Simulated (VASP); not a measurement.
# Ga8Sb3P5 (R3m) in VASP: settings compared, part 2 of 2

VASP 6.6.1.

## 3. Band structure, PBEsol, spin-orbit coupling, no magnetisation

Input file INCAR:

```
SYSTEM = Ga8Sb3P5
ALGO = Normal
EDIFF = 1E-6
ENCUT = 520
GGA = PS
GGA_COMPAT = .False.
ISIF = 2
ISMEAR = 0
LASPH = .True.
LCHARG = .False.
LORBIT = 11
LREAL = .False.
LSORBIT = .True.
LWAVE = .False.
MAGMOM = 0 0 0 0 0 0 0 0 0 0 0 0 0 0 0 0 0 0 0 0 0 0 0 0 0 0 0 0 0 0 0 0 0 0 0 0 0 0 0 0 0 0 0 0 0 0 0 0
NBANDS = 172
NELM = 80
PREC = Accurate
SIGMA = 0.03
```

Input file KPOINTS:

```
k-points
0
Gamma
  3 3 3
  0 0 0
```

Input file POSCAR:

```
Ga8Sb3P5                                
1.0
   -0.0113982741      5.7037109250      5.7037109250
    5.6923126510      0.0000000000      5.6923126510
    5.6923126510      5.6923126510      0.0000000000
  Ga              Sb              P             
     8     3     5
Direct
     0.9734809256501933    0.0088396914499356    0.0088396914499356
     0.9855460164699892    0.9851078123390167    0.5146730855954971
     0.9855460164699892    0.5146730855954971    0.9851078123390167
     0.9855460164699892    0.5146730855954971    0.5146730855954971
     0.5203444064497376    0.9922358143520427    0.9922358143520427
     0.5203444064497376    0.9922358143520427    0.4951839648461700
     0.5203444064497376    0.4951839648461700    0.9922358143520427
     0.5039290771702412    0.4986903076099196    0.4986903076099196
     0.1259288488758656    0.1248518541420722    0.1248518541420722
     0.1259288488758656    0.1248518541420722    0.6243674428399970
     0.1259288488758656    0.6243674428399970    0.1248518541420722
     0.1253054236239421    0.6248981921253502    0.6248981921253502
     0.6214067296094825    0.1261977567968415    0.1261977567968415
     0.6268066761864617    0.1229507169346462    0.6251213034394496
     0.6268066761864617    0.6251213034394496    0.1229507169346462
     0.6268066761864617    0.6251213034394496    0.6251213034394496
```

Input file KPOINTS_OPT:

```
explicit points
6
Reciprocal
 0.0000000000  0.0000000000  0.0000000000 1
 0.3750000000  0.3750000000  0.7500000000 1
 0.5000000000  0.5000000000  0.5000000000 1
 0.6250000000  0.2500000000  0.6250000000 1
 0.5000000000  0.2500000000  0.7500000000 1
 0.5000000000  0.0000000000  0.5000000000 1
```

Potentials or basis: VASP PAW PBE potentials, release 64 (Ga_d, Sb, P).

Started as:

```console
> cat potpaw_PBE.64/Ga_d/POTCAR potpaw_PBE.64/Sb/POTCAR potpaw_PBE.64/P/POTCAR > POTCAR
> mpirun -np 4 vasp_ncl > vasp.out
```

OUTCAR:

```text
SYSTEM = Ga8Sb3P5
   EDIFF = 1E-6
   ENCUT = 520
   GGA = PS
   ISIF = 2
   ISMEAR = 0
   LASPH = .True.
   LORBIT = 11
   LREAL = .False.
   LSORBIT = .True.
   NELM = 80
   PREC = Accurate

 ion  position               nearest neighbor table
   1  0.973  0.009  0.009-  13 2.32   9 2.53  11 2.53  10 2.53
   2  0.986  0.985  0.515-  14 2.37  12 2.37  10 2.57   9 2.57
   3  0.986  0.515  0.985-  15 2.37  12 2.37  11 2.57   9 2.57
   4  0.986  0.515  0.515-  16 2.37  12 2.37  10 2.57  11 2.57
   5  0.520  0.992  0.992-  14 2.42  15 2.42  13 2.43   9 2.60
   6  0.520  0.992  0.495-  14 2.42  16 2.42  13 2.43  10 2.60
[... 8 lines left out ...]
  15  0.627  0.625  0.123-   3 2.37   7 2.42   5 2.42   8 2.47
  16  0.627  0.625  0.625-   4 2.37   6 2.42   7 2.42   8 2.47

  LATTYP: Found a trigonal (rhomboedric) cell.
 ALAT       =     8.0662733994
 COS(alpha) =     0.5019973938

  Lattice vectors:

 A1 = (  -5.7037109251,   5.7037109250,   0.0113982740)
 A2 = (  -5.7037109251,   0.0113982740,   5.7037109250)
 A3 = (  -0.0113982741,   5.7037109250,   5.7037109250)

Analysis of symmetry for initial positions (statically):
=====================================================================
 Subroutine PRICEL returns:
 Original cell was already a primitive cell.

 Routine SETGRP: Setting up the symmetry group for a
 trigonal (rhombohedral) supercell.

 Subroutine GETGRP returns: Found  6 space group operations
 (whereof  6 operations were pure point group operations)
 out of a pool of 12 trial point group operations.

The static configuration has the point symmetry C_3v.

Analysis of symmetry for dynamics (positions and initial velocities):
=====================================================================
 Subroutine PRICEL returns:
 Original cell was already a primitive cell.

 Routine SETGRP: Setting up the symmetry group for a
 trigonal (rhombohedral) supercell.

 Subroutine GETGRP returns: Found  6 space group operations
 (whereof  6 operations were pure point group operations)
[... 1821 lines left out ...]

  energy  without entropy=      -72.8727322844  energy(sigma->0) =      -72.87273228

 Spin-Orbit-Coupling matrix elements

 Ion:    1  E_soc:     -0.0135308
 l=   1
     0.0000000    -0.0014276    -0.0014276
    -0.0014276     0.0000000    -0.0014276
    -0.0014276    -0.0014276     0.0000000
 l=   2
     0.0000000    -0.0001535     0.0000000    -0.0001535    -0.0006741
    -0.0001535     0.0000000    -0.0005055    -0.0001535    -0.0001685
     0.0000000    -0.0005055     0.0000000    -0.0005055     0.0000000
    -0.0001535    -0.0001535    -0.0005055     0.0000000    -0.0001685
    -0.0006741    -0.0001685     0.0000000    -0.0001685     0.0000000
 l=   3
     0.0000000     0.0000000     0.0000000     0.0000000     0.0000000     0.0000000     0.0000000
     0.0000000     0.0000000     0.0000000     0.0000000     0.0000000     0.0000000     0.0000000
     0.0000000     0.0000000     0.0000000     0.0000000     0.0000000     0.0000000     0.0000000
     0.0000000     0.0000000     0.0000000     0.0000000     0.0000000     0.0000000     0.0000000
[... 289 lines left out ...]
 l=   2
     0.0000000     0.0000000     0.0000000     0.0000000     0.0000000
     0.0000000     0.0000000     0.0000000     0.0000000     0.0000000
     0.0000000     0.0000000     0.0000000     0.0000000     0.0000000
     0.0000000     0.0000000     0.0000000     0.0000000     0.0000000
     0.0000000     0.0000000     0.0000000     0.0000000     0.0000000
 l=   3
     0.0000000     0.0000000     0.0000000     0.0000000     0.0000000     0.0000000     0.0000000
     0.0000000     0.0000000     0.0000000     0.0000000     0.0000000     0.0000000     0.0000000
     0.0000000     0.0000000     0.0000000     0.0000000     0.0000000     0.0000000     0.0000000
     0.0000000     0.0000000     0.0000000     0.0000000     0.0000000     0.0000000     0.0000000
     0.0000000     0.0000000     0.0000000     0.0000000     0.0000000     0.0000000     0.0000000
     0.0000000     0.0000000     0.0000000     0.0000000     0.0000000     0.0000000     0.0000000
     0.0000000     0.0000000     0.0000000     0.0000000     0.0000000     0.0000000     0.0000000

 total charge

# of ion       s       p       d       tot
------------------------------------------
    1        0.897   0.915   9.992  11.804
    2        0.883   0.853   9.993  11.729
    3        0.883   0.853   9.993  11.729
    4        0.883   0.853   9.993  11.729
    5        0.872   0.782   9.990  11.645
    6        0.872   0.782   9.990  11.645
[... 8 lines left out ...]
   15        1.027   1.455   0.000   2.483
   16        1.027   1.455   0.000   2.483
--------------------------------------------------
tot         15.519  18.097  80.021 113.636

 magnetization (x)

# of ion       s       p       d       tot
------------------------------------------
    1        0.000   0.000   0.000   0.000
    2        0.000   0.000   0.000   0.000
    3       -0.000  -0.000  -0.000  -0.000
    4        0.000   0.000   0.000   0.000
    5        0.000   0.000   0.000   0.000
    6        0.000   0.000   0.000   0.000
[... 8 lines left out ...]
   15        0.000   0.000   0.000   0.000
   16        0.000   0.000   0.000   0.000
--------------------------------------------------
tot          0.000   0.000   0.000   0.000

 magnetization (y)

# of ion       s       p       d       tot
------------------------------------------
    1        0.000   0.000   0.000   0.000
    2        0.000   0.000   0.000   0.000
    3        0.000   0.000   0.000   0.000
    4       -0.000  -0.000  -0.000  -0.000
    5        0.000   0.000   0.000   0.000
    6       -0.000   0.000   0.000   0.000
[... 8 lines left out ...]
   15        0.000   0.000   0.000   0.000
   16        0.000   0.000   0.000   0.000
--------------------------------------------------
tot          0.000   0.000   0.000   0.000

 magnetization (z)

# of ion       s       p       d       tot
------------------------------------------
    1        0.000   0.000   0.000   0.000
    2        0.000   0.000   0.000   0.000
    3       -0.000  -0.000  -0.000  -0.000
    4        0.000   0.000   0.000   0.000
    5       -0.000  -0.000  -0.000  -0.000
    6        0.000   0.000   0.000   0.000
[... 8 lines left out ...]
   15        0.000   0.000   0.000   0.000
   16       -0.000  -0.000   0.000  -0.000
--------------------------------------------------
tot          0.000   0.000   0.000   0.000
```

OSZICAR:

```text
N       E                     dE             d eps       ncg     rms          rms(c)
DAV:   1     0.168853257714E+04    0.16885E+04   -0.57605E+04  3536   0.235E+03
DAV:   2     0.344749937385E+03   -0.13438E+04   -0.12985E+04  3456   0.673E+02
[... 14 lines left out ...]
       N       E                     dE             ncg
DAV:   1     0.640914027730E+04   -0.66026E+04     2112
DAV:   2    -0.172223224403E+04   -0.81314E+04     2064
DAV:   3    -0.400684690703E+04   -0.22846E+04     2528
DAV:   4    -0.424396495389E+04   -0.23712E+03     2400
DAV:   5    -0.426502740075E+04   -0.21062E+02     3008
DAV:   6    -0.426540610961E+04   -0.37871E+00     2768
DAV:   7    -0.426542591813E+04   -0.19809E-01     3176
DAV:   8    -0.426542643415E+04   -0.51602E-03     2888
DAV:   9    -0.426542644068E+04   -0.65346E-05     2456
DAV:  10    -0.426542644086E+04   -0.17598E-06     1568
```

It took 7.6 min on 4 MPI ranks of Intel Xeon 6975P-C (Granite Rapids), shared host; peak memory 0.69 GiB.

Results:

```yaml
Free_energy: -72.8727 eV
Pressure: 0.1 GPa
Largest_force: 0.054 eV/Å
Valence_electrons_inside_the_program's_atomic_spheres: Ga 11.80, 11.73, 11.64, 11.55 (each value once); Sb 2.58; P 2.49, 2.48 (each value once)
```

Forces on the atoms (eV/Å):
```
Ga   0.028 -0.028 -0.028
Ga   0.008 -0.008 -0.053
Ga   0.008 -0.053 -0.008
Ga   0.053 -0.008 -0.008
Ga  -0.037  0.009  0.009
Ga  -0.009  0.037  0.009
Ga  -0.009  0.009  0.037
Ga  -0.009  0.009  0.009
Sb  -0.002  0.024  0.024
Sb  -0.024  0.002  0.024
Sb  -0.024  0.024  0.002
P    0.004 -0.004 -0.004
P    0.007 -0.007 -0.007
P    0.002 -0.002 -0.002
P    0.002 -0.002 -0.002
P    0.002 -0.002 -0.002
```

Caveat: the PAW data sets were made with another functional, which shifts forces and pressure a little.

## 4. Band structure, r2SCAN

Input file INCAR:

```
SYSTEM = Ga8Sb3P5
ALGO = Normal
EDIFF = 1E-6
ENCUT = 520
ISIF = 2
ISMEAR = 0
KPAR = 4
LASPH = .True.
LCHARG = .False.
LMIXTAU = .True.
LREAL = .False.
LWAVE = .False.
METAGGA = R2SCAN
NBANDS = 86
NELM = 80
PREC = Accurate
SIGMA = 0.03
```

Input file KPOINTS:

```
k-points
0
Gamma
  6 6 5
  0 0 0
```

POSCAR is that of step 3.

KPOINTS_OPT is that of step 3.

Potentials or basis: VASP PAW PBE potentials, release 64 (Ga_d, Sb, P).

Started as:

```console
> cat potpaw_PBE.64/Ga_d/POTCAR potpaw_PBE.64/Sb/POTCAR potpaw_PBE.64/P/POTCAR > POTCAR
> mpirun -np 4 vasp_std > vasp.out
```

OUTCAR:

```text
SYSTEM = Ga8Sb3P5
   EDIFF = 1E-6
   ENCUT = 520
   ISIF = 2
   ISMEAR = 0
   LASPH = .True.
   LREAL = .False.
   METAGGA = R2SCAN
   NELM = 80
   PREC = Accurate

 ion  position               nearest neighbor table
   1  0.973  0.009  0.009-  13 2.32   9 2.53  11 2.53  10 2.53
   2  0.986  0.985  0.515-  14 2.37  12 2.37  10 2.57   9 2.57
   3  0.986  0.515  0.985-  15 2.37  12 2.37  11 2.57   9 2.57
   4  0.986  0.515  0.515-  16 2.37  12 2.37  10 2.57  11 2.57
   5  0.520  0.992  0.992-  14 2.42  15 2.42  13 2.43   9 2.60
   6  0.520  0.992  0.495-  14 2.42  16 2.42  13 2.43  10 2.60
[... 8 lines left out ...]
  15  0.627  0.625  0.123-   3 2.37   7 2.42   5 2.42   8 2.47
  16  0.627  0.625  0.625-   4 2.37   6 2.42   7 2.42   8 2.47

  LATTYP: Found a trigonal (rhomboedric) cell.
 ALAT       =     8.0662733994
 COS(alpha) =     0.5019973938

  Lattice vectors:

 A1 = (  -5.7037109251,   5.7037109250,   0.0113982740)
 A2 = (  -5.7037109251,   0.0113982740,   5.7037109250)
 A3 = (  -0.0113982741,   5.7037109250,   5.7037109250)

Analysis of symmetry for initial positions (statically):
[... 228 lines left out ...]
 Fermi energy:         5.2162773341

 k-point     1 :       0.0000    0.0000    0.0000
  band No.  band energies     occupation
      1     -10.9648      2.00000
      2     -10.9647      2.00000
      3     -10.9577      2.00000
      4     -10.8832      2.00000
      5     -10.8832      2.00000
      6     -10.7640      2.00000
[... 2077 lines left out ...]
     83       9.0478      0.00000
     84       9.0773      0.00000

 [... further k-points ...]

 [bands above 84 left out]

------------------------ aborting loop because EDIFF is reached ----------------------------------------

  FORCE on cell =-STRESS in cart. coord.  units (eV):
  Direction    XX          YY          ZZ          XY          YZ          ZX
  --------------------------------------------------------------------------------------
  -------------------------------------------------------------------------------------
  Total        1.4675577      1.4675577      1.4675577      0.0002371     -0.0002371      0.0002371
  in kB        6.3548755      6.3548755      6.3548755      0.0010267     -0.0010267      0.0010267
  external PRESSURE =       6.3548755 kB  Pullay stress =       0.0000000 kB

 VOLUME and BASIS-vectors are now :
 -----------------------------------------------------------------------------
  energy-cutoff  :      520.00
  volume of cell :      370.00
      direct lattice vectors                 reciprocal lattice vectors
    -0.011398274  5.703710925  5.703710925    -0.087574722  0.087574722  0.087574722
     5.692312651  0.000000000  5.692312651     0.087750082 -0.087750082  0.087925441
     5.692312651  5.692312651  0.000000000     0.087750082  0.087925441 -0.087750082

 POSITION                                       TOTAL-FORCE (eV/Angst)
 -----------------------------------------------------------------------------------
      0.08954      5.60277      5.60277        -0.017968      0.017968      0.017968
      8.52599      8.55095     11.22881        -0.003938      0.003938      0.035632
      8.52599     11.22881      8.55095        -0.003938      0.035632      0.003938
      5.84813      8.55095      8.55095        -0.035632      0.003938      0.003938
     11.29030      8.61601      8.61601         0.026048     -0.016099     -0.016099
      8.46093      5.78664      8.61601         0.016099     -0.026048     -0.016099
[... 8 lines left out ...]
      4.25112      4.27500      7.13351        -0.010384      0.002700      0.010384
      7.10963      7.13351      7.13351        -0.002700      0.010384      0.010384
 -----------------------------------------------------------------------------------
    total drift:                                0.015088     -0.015135     -0.015136

  FREE ENERGIE OF THE ION-ELECTRON SYSTEM (eV)
  ---------------------------------------------------
  free  energy   TOTEN  =      -218.7299148846 eV

  energy  without entropy=     -218.7298903610  energy(sigma->0) =     -218.72990262
```

Wall time 49 min (4 MPI ranks of Intel Xeon 6975P-C (Granite Rapids), shared host); peak memory 3.3 GiB.

What came out:

```yaml
Free_energy: -218.7299 eV
Pressure: 0.6 GPa
Largest_force: 0.039 eV/Å
Band_gap_on_the_k_mesh: 0.09 eV
Band_gap_along_the_path: 0.09 eV
```

Forces in eV/Å, atoms in the order of the input:
```
Ga  -0.018  0.018  0.018
Ga  -0.004  0.004  0.036
Ga  -0.004  0.036  0.004
Ga  -0.036  0.004  0.004
Ga   0.026 -0.016 -0.016
Ga   0.016 -0.026 -0.016
Ga   0.016 -0.016 -0.026
Ga  -0.002  0.002  0.002
Sb  -0.002 -0.019 -0.019
Sb   0.019  0.002 -0.019
Sb   0.019 -0.019  0.002
P    0.015 -0.015 -0.015
P   -0.022  0.022  0.022
P   -0.010  0.010  0.003
P   -0.010  0.003  0.010
P   -0.003  0.010  0.010
```

Caveat: the PAW data sets were made with another functional, which shifts forces and pressure a little; spin-orbit coupling is left out, which moves the levels of the heavy elements.

## 5. Summary

```csv
level,spin,k mesh,pressure (GPa),largest force (eV/Å)
PBEsol,off,6 × 6 × 5,0.0,-
PBEsol,"SOC, no magnetisation",3 × 3 × 3,0.1,0.05
r2SCAN,off,6 × 6 × 5,0.6,0.04
```

Alike in all rows: task band structure; potentials or basis VASP PAW PBE potentials, release 64 (Ga_d, Sb, P); cell as given; cutoff (eV) 520; smearing gaussian 0.03 eV.

The pressure there spans 0.0 GPa (PBEsol) to 0.6 GPa (r2SCAN); a positive pressure means that this level wants a larger cell, a negative one a smaller.

Caveats: the PAW data sets were made with another functional, which shifts forces and pressure a little; spin-orbit coupling is left out, which moves the levels of the heavy elements (at least some runs).

Absolute energies hang on the potentials; compare differences alone.
